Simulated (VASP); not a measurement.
# Al2InAs3 (P1) in VASP: relaxation of cell and atoms with PBE

Aim: the relaxation of cell and atoms of Al2InAs3 with PBE.

Program: VASP 6.6.1. These are calculated values, not measurements. Logs are shortened: lines on timing, memory, paths and dates and some standing lists are left out, and cuts for length are marked.

**1. The cell of the first run**

The typed cell holds 12 atoms: a = 4.184 Å, b = 7.332 Å, c = 10.316 Å, α = 89.53°, β = 91.46°, γ = 88.43°.

**2. Relaxation of cell and atoms, PBE**

Input file INCAR:

```
ALGO = Normal
EDIFF = 1E-7
EDIFFG = -0.025
ENCUT = 600
GGA = PE
IBRION = 2
ISIF = 3
ISMEAR = 0
LASPH = T
LCHARG = F
LREAL = F
LWAVE = F
NELM = 100
NSW = 80
PREC = Accurate
SIGMA = 0.1
```

Input file KPOINTS:

```
k-points
0
Gamma
  4 2 2
```

Input file POSCAR:

```
Al2InAs3
1.0
    4.1830180570      0.0576215451     -0.0536270700
    0.0998034437      7.3314951659      0.0303623803
   -0.1315052669      0.0429867159     10.3149884485
Al In As
4 2 6
Direct
   -0.0015443732      0.0070308512      0.0095500452
    0.4958610790      0.4949753986      0.0026902293
    0.5010271570      0.1678782327      0.3372395188
   -0.0193900133      0.6690347800      0.3277108457
   -0.0084572779      0.3321876297      0.6652241090
    0.5056664810      0.8313730664      0.6578779092
   -0.0055927570      0.0042424555      0.7666662569
    0.5113157042      0.5009239990      0.7712807819
    0.0077209067      0.3323562532      0.4002355741
    0.5061682350      0.8360211527      0.3946386018
    0.4990262128      0.1665395861      0.0810648542
    0.0081986458      0.6574365950      0.0858212738
```

Potentials or basis: VASP PAW PBE potentials, release 64 (Al, In_d, As).

Run with:

```sh
> cat potpaw_PBE.64/Al/POTCAR potpaw_PBE.64/In_d/POTCAR potpaw_PBE.64/As/POTCAR > POTCAR
> mpirun -np 1 vasp_std > vasp.out
```

OUTCAR:

```text
EDIFF = 1E-7
   EDIFFG = -0.025
   ENCUT = 600
   GGA = PE
   IBRION = 2
   ISIF = 3
   ISMEAR = 0
   LASPH = T
   LREAL = F
   NELM = 100
   NSW = 80
   PREC = Accurate

 ion  position               nearest neighbor table
   1  0.998  0.007  0.010-  11 2.50   7 2.51  11 2.52  12 2.67
   2  0.496  0.495  0.003-   8 2.39  12 2.51  11 2.53  12 2.61
   3  0.501  0.168  0.337-   9 2.47  10 2.50   9 2.54  11 2.64
   4  0.981  0.669  0.328-  10 2.42  12 2.50   9 2.57  10 2.63
   5  0.992  0.332  0.665-   8 2.60   7 2.61   9 2.74   8 2.74
   6  0.506  0.831  0.658-   7 2.66   8 2.68  10 2.72   7 2.73
   7  0.994  0.004  0.767-   1 2.51   5 2.61   6 2.66   6 2.73
   8  0.511  0.501  0.771-   2 2.39   5 2.60   6 2.68   5 2.74
   9  0.008  0.332  0.400-   3 2.47   3 2.54   4 2.57   5 2.74
  10  0.506  0.836  0.395-   4 2.42   3 2.50   4 2.63   6 2.72
  11  0.499  0.167  0.081-   1 2.50   1 2.52   2 2.53   3 2.64
  12  0.008  0.657  0.086-   4 2.50   2 2.51   2 2.61   1 2.67

  LATTYP: Found a triclinic cell.
 ALAT       =     4.1837586176
 B/A-ratio  =     2.6843022187
 C/A-ratio  =     1.7525478834
 COS(alpha) =     0.0027091505
 COS(beta)  =     0.0273273876
 COS(gamma) =     0.3959642137

  Lattice vectors:

 A1 = (   4.1830180570,   0.0576215451,  -0.0536270700)
 A2 = (   4.3145233239,   0.0146348292, -10.3686155185)
 A3 = (   0.0998034437,   7.3314951659,   0.0303623803)

Analysis of symmetry for initial positions (statically):
=====================================================================
 Subroutine PRICEL returns:
 Original cell was already a primitive cell.

 Routine SETGRP: Setting up the symmetry group for a
 triclinic supercell.

 Subroutine GETGRP returns: Found  1 space group operations
 (whereof  1 operations were pure point group operations)
 out of a pool of  2 trial point group operations.

The static configuration has the point symmetry C_1 .

Analysis of symmetry for dynamics (positions and initial velocities):
=====================================================================
 Subroutine PRICEL returns:
 Original cell was already a primitive cell.

 Routine SETGRP: Setting up the symmetry group for a
 triclinic supercell.

 Subroutine GETGRP returns: Found  1 space group operations
 (whereof  1 operations were pure point group operations)
 out of a pool of  2 trial point group operations.

The dynamic configuration has the point symmetry C_1 .

 Subroutine INISYM returns: Found  1 space group operations
 (whereof  1 operations are pure point group operations),
 and found     1 'primitive' translations

----------------------------------------------------------------------------------------

                                     Primitive cell

  volume of cell :     316.2208

  direct lattice vectors                    reciprocal lattice vectors
     4.183018057  0.057621545 -0.053627070     0.239146123 -0.003268172  0.003062482
     0.099803444  7.331495166  0.030362380    -0.001886880  0.136425966 -0.000592598
    -0.131505267  0.042986716 10.314988448     0.001248862 -0.000418564  0.096963969

  length of vectors
     4.183758618  7.332237310 10.315916255     0.239188059  0.136440301  0.096972915

  position of ions in fractional coordinates (direct lattice)
     0.998455627  0.007030851  0.009550045
     0.495861079  0.494975399  0.002690229
     0.501027157  0.167878233  0.337239519
     0.980609987  0.669034780  0.327710846
     0.991542722  0.332187630  0.665224109
     0.505666481  0.831373066  0.657877909
     0.994407243  0.004242455  0.766666257
     0.511315704  0.500923999  0.771280782
     0.007720907  0.332356253  0.400235574
     0.506168235  0.836021153  0.394638602
     0.499026213  0.166539586  0.081064854
     0.008198646  0.657436595  0.085821274

  ion indices of the primitive-cell ions
   primitive index   ion index
                 1           1
                 2           2
                 3           3
                 4           4
                 5           5
                 6           6
                 7           7
                 8           8
                 9           9
                10          10
                11          11
                12          12

----------------------------------------------------------------------------------------

 KPOINTS: k-points

Automatic generation of k-mesh.
 Grid dimensions read from file:
 generate k-points for:    4    2    2

 Generating k-lattice:

  Cartesian coordinates                     Fractional coordinates (reciprocal lattice)
     0.059786531 -0.000817043  0.000765620     0.250000000  0.000000000 -0.000000000
    -0.000943440  0.068212983 -0.000296299    -0.000000000  0.500000000  0.000000000
     0.000624431 -0.000209282  0.048481985     0.000000000  0.000000000  0.500000000

  Length of vectors
     0.059797015  0.068220150  0.048486457

  Shift w.r.t. Gamma in fractional coordinates (k-lattice)
     0.000000000  0.000000000  0.000000000

 Subroutine IBZKPT returns following result:
 ===========================================

 Found     12 irreducible k-points:

 Following reciprocal coordinates:
            Coordinates               Weight
  0.000000  0.000000  0.000000      1.000000
  0.250000 -0.000000  0.000000      2.000000
  0.500000 -0.000000  0.000000      1.000000
  0.000000  0.500000 -0.000000      1.000000
  0.250000  0.500000  0.000000      2.000000
  0.500000  0.500000  0.000000      1.000000
 -0.000000  0.000000  0.500000      1.000000
  0.250000 -0.000000  0.500000      2.000000
  0.500000 -0.000000  0.500000      1.000000
  0.000000  0.500000  0.500000      1.000000
  0.250000  0.500000  0.500000      2.000000
  0.500000  0.500000  0.500000      1.000000
   k-points           NKPTS =     12   k-points in BZ     NKDIM =     12   number of bands    NBANDS=     41
   number of dos      NEDOS =    301   number of ions     NIONS =     12
   total plane-waves  NPLWV = 181440
   dimension x,y,z NGX =    36 NGY =   60 NGZ =   84
   dimension x,y,z NGXF=    72 NGYF=  120 NGZF=  168
   ions per type =               4   2   6
   NGX,Y,Z   is equivalent  to a cutoff of  14.30, 13.60, 13.54 a.u.
   NGXF,Y,Z  is equivalent  to a cutoff of  28.61, 27.21, 27.07 a.u.
 SYSTEM =  unknown system
   PREC   = accura    normal or accurate (medium, high low for compatibility)
   ISTART =      0    job   : 0-new  1-cont  2-samecut
   ICHARG =      2    charge: 1-file 2-atom 10-const
   ISPIN  =      1    spin polarized calculation?
   LNONCOLLINEAR =      F non collinear calculations
   LSORBIT =      F    spin-orbit coupling
   LASPH  =      T    aspherical Exc in radial PAW
   ENCUT  =  600.0 eV  44.10 Ry    6.64 a.u.   8.36 14.64 20.60*2*pi/ulx,y,z
   NELM   =    100;   NELMIN=  2; NELMDL= -5     # of ELM steps
   EDIFF  = 0.1E-06   stopping-criterion for ELM
   LREAL  =      F    real-space projection
   EDIFFG = -.3E-01   stopping-criterion for IOM
   NSW    =     80    number of steps for IOM
   IBRION =      2    ionic relax: 0-MD 1-quasi-New 2-CG
   NFREE  =      1    steps in history (QN), initial steepest desc. (CG)
   ISIF   =      3    stress and relaxation
   ISYM   =      2    0-nonsym 1-usesym 2-fastsym
   POTIM  = 0.5000    time-step for ionic-motion
   TEBEG  =    0.0;   TEEND  =   0.0 temperature during run
   PSTRESS=    0.0 pullay stress
   NELECT =      68.0000    total number of electrons
   NUPDOWN=      -1.0000    fix difference up-down
   EMIN   =  10.00;   EMAX   =-10.00  energy-range for DOS
   EFERMI =   0.00;   METHOD = LEGACY
   ISMEAR =     0;   SIGMA  =   0.10  broadening in eV -4-tet -1-fermi 0-gaus
   EFERMI_NEDOS =   21; number of points for ismear=-14 and -15
   IALGO  =     38    algorithm
   IMIX   =      4    mixing-type and parameters
     AMIX     =   0.40;   BMIX     =  1.00
     AMIX_MAG =   1.60;   BMIX_MAG =  1.00
  volume/ion in A,a.u.               =      26.35       177.83
  Fermi-wavevector in a.u.,A,eV,Ry     =   0.980801  1.853445 13.088410  0.961971
  Thomas-Fermi vector in A             =   2.111759
   LORBIT       =      0    0 simple, 1 ext, 2 COOP (PROOUT), +10 PAW based schemes
   GGA     = PE    functional components
   LHFCALC =     F    Hartree Fock is set to
   AEXX    =    0.0000 exact exchange contribution
   IVDW    =     0    specifies the selected vdW correction
   LEPSILON=     F    determine dielectric tensor
   LRPA    =     F    only Hartree local field effects (RPA)
 conjugate gradient relaxation of ions
 non-spin polarized calculation
 Gauss-broadening in eV      SIGMA  =   0.10
  energy-cutoff  :      600.00
  volume of cell :      316.22
 maximum number of plane-waves:     10580
 NGX is ok and might be reduce to    36
   NGX = 17   NGY = 29   NGZ = 41

--------------------------------------- Ionic step        1  -------------------------------------------

 number of electron      68.0000003 magnetization

 Free energy of the ion-electron system (eV)
  ---------------------------------------------------
  ext. energy  EPLUGINS =         0.00000000
  ---------------------------------------------------
  free energy    TOTEN  =       -52.05604440 eV

  energy without entropy =      -52.05359775  energy(sigma->0) =      -52.05482107

------------------------ aborting loop because EDIFF is reached ----------------------------------------

  FORCE on cell =-STRESS in cart. coord.  units (eV):
  Direction    XX          YY          ZZ          XY          YZ          ZX
  --------------------------------------------------------------------------------------
  -------------------------------------------------------------------------------------
  Total       -2.0700617     -4.6906766     -4.2112990     -2.6296801     -0.2432684      0.0694356
  in kB      -10.4882592    -23.7659740    -21.3371399    -13.3236445     -1.2325537      0.3518054
  external PRESSURE =     -18.5304577 kB  Pullay stress =       0.0000000 kB
[... 119 lines left out ...]
  FREE ENERGIE OF THE ION-ELECTRON SYSTEM (eV)
  ---------------------------------------------------
  free  energy   TOTEN  =       -52.4199108395 eV

  energy  without entropy=      -52.4199106015  energy(sigma->0) =      -52.41991072

[... ionic steps 4 to 11 ...]

--------------------------------------- Ionic step       12  -------------------------------------------

 number of electron      67.9999999 magnetization

------------------------ aborting loop because EDIFF is reached ----------------------------------------

  FORCE on cell =-STRESS in cart. coord.  units (eV):
  Direction    XX          YY          ZZ          XY          YZ          ZX
  --------------------------------------------------------------------------------------
  -------------------------------------------------------------------------------------
  Total       -0.0507092      0.0455855     -0.0086437     -0.0016322      0.0033361     -0.0573877
  in kB       -0.2663003      0.2393927     -0.0453923     -0.0085716      0.0175195     -0.3013722
  external PRESSURE =      -0.0241000 kB  Pullay stress =       0.0000000 kB
[... 77 lines left out ...]
  energy  without entropy=      -52.4981318510  energy(sigma->0) =      -52.49813202

--------------------------------------- Ionic step       14  -------------------------------------------

 number of electron      67.9999998 magnetization

 Free energy of the ion-electron system (eV)
  ---------------------------------------------------
  ext. energy  EPLUGINS =         0.00000000
  ---------------------------------------------------
  free energy    TOTEN  =       -52.49833288 eV

  energy without entropy =      -52.49833237  energy(sigma->0) =      -52.49833263

 E-fermi :   4.3111     XC(G=0):  -8.8853

 val. band max:        4.0015889097   @ k =   0.0000   0.0000   0.0000
 cond. band min:       4.6199237541   @ k =   0.0000   0.0000   0.0000
 fundamental gap:      0.6183348444
 Fermi energy:         4.3110768177

 k-point     1 :       0.0000    0.0000    0.0000
  band No.  band energies     occupation
      1     -10.4143      2.00000
      2     -10.3225      2.00000
      3     -10.2706      2.00000
      4     -10.2675      2.00000
      5     -10.2475      2.00000
      6     -10.2294      2.00000
[... 556 lines left out ...]
  FREE ENERGIE OF THE ION-ELECTRON SYSTEM (eV)
  ---------------------------------------------------
  free  energy   TOTEN  =       -52.4983328830 eV

  energy  without entropy=      -52.4983323731  energy(sigma->0) =      -52.49833263

 reached required accuracy - stopping structural energy minimisation
```

Wall time 14 min (1 thread of Intel Xeon 6975P-C (Granite Rapids), shared host); peak memory 0.59 GiB.

What came out:

| Property | Result |
| --- | --- |
| Free energy | -52.4983 eV |
| Relaxed volume | 25.44 Å³/atom |
| Relaxed cell | a = 4.176 Å, b = 7.178 Å, c = 10.187 Å, α = 90.31°, β = 90.04°, γ = 90.01° |
| Space group after relaxing (to 0.1 Å) | P3m1 (No. 156) |
| Energy gained by relaxing | 36.9 meV/atom |
| Ionic steps | 14 |
| Pressure after relaxing | -0.1 GPa |
| Largest force after relaxing | 0.020 eV/Å |
| Band gap on the k mesh | 0.62 eV |

Forces on the atoms (eV/Å):
```
Al  -0.003  0.003 -0.001
Al  -0.005 -0.005  0.004
Al  -0.002 -0.014 -0.001
Al   0.001 -0.008 -0.012
In  -0.010 -0.005 -0.014
In  -0.008 -0.018 -0.003
As   0.007  0.012  0.003
As   0.007  0.010 -0.007
As  -0.002  0.005 -0.002
As   0.008  0.004  0.000
As   0.002  0.007  0.019
As   0.005  0.009  0.015
```

The path:
```
step  energy change (eV)  largest force (eV/Å)  pressure (GPa)  volume (Å³)
   1              0.0000                1.2306           -1.85       316.22
   2             -0.3603                0.4771            0.52       302.43
   3             -0.3639                0.4264            0.84       300.96
   4             -0.4256                0.1462            0.09       304.52
   5             -0.4270                0.1795           -0.03       305.15
   6             -0.4354                0.1107           -0.05       305.22
   7             -0.4380                0.0728           -0.06       305.27
   8             -0.4399                0.0571            0.04       304.80
   9             -0.4399                0.0570            0.05       304.77
  10             -0.4409                0.0371            0.00       305.05
  11             -0.4410                0.0443           -0.03       305.23
  12             -0.4416                0.0327            0.00       305.09
  13             -0.4421                0.0319            0.04       304.86
  14             -0.4423                0.0204           -0.05       305.34
```

Final structure:
```
Al In As
1.0
     4.17619   -0.00029   -0.00095
    -0.00045    7.17752   -0.01983
    -0.00445   -0.02671   10.18663
Al In As
4 2 6
Cartesian
  -0.0001 7.1716 0.0500
  2.0879 3.5859 0.0576
  2.0868 1.1921 3.3270
  4.1705 4.7772 3.3211
  -0.0002 2.3768 6.7725
  2.0857 5.9689 6.7545
  -0.0032 7.1564 7.7734
  2.0867 3.5720 7.7821
  -0.0014 2.3820 4.1003
  2.0821 5.9727 4.0849
  2.0881 1.1892 0.8396
  4.1749 4.7763 0.8334
```

Caveat: the k points lie up to 0.44 Å⁻¹ apart in the final cell; spin-orbit coupling is left out, which moves the levels of the heavy elements.
